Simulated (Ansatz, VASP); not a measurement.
# One calculation of HgTe, two programs

Contents of INCAR:

```
  PREC = Accurate
  ENCUT = 520
  EDIFF = 1E-6
  ISMEAR = -1
  SIGMA = 0.03
  LREAL = False
  LASPH = True
  NELM = 100
  ALGO = Normal
  ISIF = 2
  LWAVE = False
  LCHARG = False
  NBANDS = 16
```

The input KPOINTS:

```
Automatic mesh
0
Gamma
  11 11 11
```

The input POSCAR:

```
HgTe
1.0
    0.0000000000      3.2235000000      3.2879700000
    3.2235000000      0.0000000000      3.2879700000
    3.2235000000      3.2235000000      0.0000000000
Hg Te
1 1
Direct
    0.0000000000      0.0000000000      0.0000000000
    0.7500000000      0.7500000000      0.7500000000
```

Input for Ansatz:

```yaml
crystal:
  lattice:
    - [0.0, 3.2235, 3.28797]
    - [3.2235, 0.0, 3.28797]
    - [3.2235, 3.2235, 0.0]
  atoms:
    - { symbol: Hg, position: [0.0, 0.0, 0.0] }
    - { symbol: Te, position: [0.75, 0.75, 0.75] }
kpoints:
  mp_grid: { grid: [11, 11, 11] }
  band_path:
    path:
      - [0.0, 0.0, 0.0]
      - [0.5, 0.0, 0.5]
      - [0.75, 0.25, 0.5]
      - [0.5, 0.5, 0.5]
      - [0.0, 0.0, 0.0]
      - [0.5, 0.5, 0.0]
      - [0.6298539023, 0.6298539023, 0.2597078047]
      - [0.3701460977, 0.3701460977, 0.7402921953]
      - [0.0, 0.0, 0.0]
    npoints: 5
scf:
  occupations: { method: fermi_dirac, width: 0.03 }
hamiltonian:
  xc: lda
  pseudopotentials: { kind: all_electron, lapw: { basis_error: 0.0005 } }
output:
  forces: true
  stress: true
  eigenvalues: true
```

Change from the starting cell: zz strain of +2 %.

Alike in both runs: task single point; functional LDA; k mesh 11 × 11 × 11; occupations fermi-dirac, width 0.03 eV; no spin polarisation.

|  | VASP | Ansatz |
| --- | --- | --- |
| version | VASP 6.6.1 | Ansatz 0.2.0 |
| potentials or method | VASP PAW LDA potentials, release 64 (Hg, Te), cutoff 520 eV | all-electron LAPW, scalar-relativistic |

```csv
,VASP,Ansatz,Ansatz less VASP
pressure (GPa),-0.9,-1.1,-0.23
"traceless stress, the component that is largest in VASP (GPa)",-0.24,-0.24,-0.002
```

LDA's correlation is that of Perdew and Zunger in VASP and of Perdew and Wang (1992) in Ansatz. Ansatz ran all-electron here, and VASP with PAW potentials.

Neither program's run includes spin-orbit coupling.
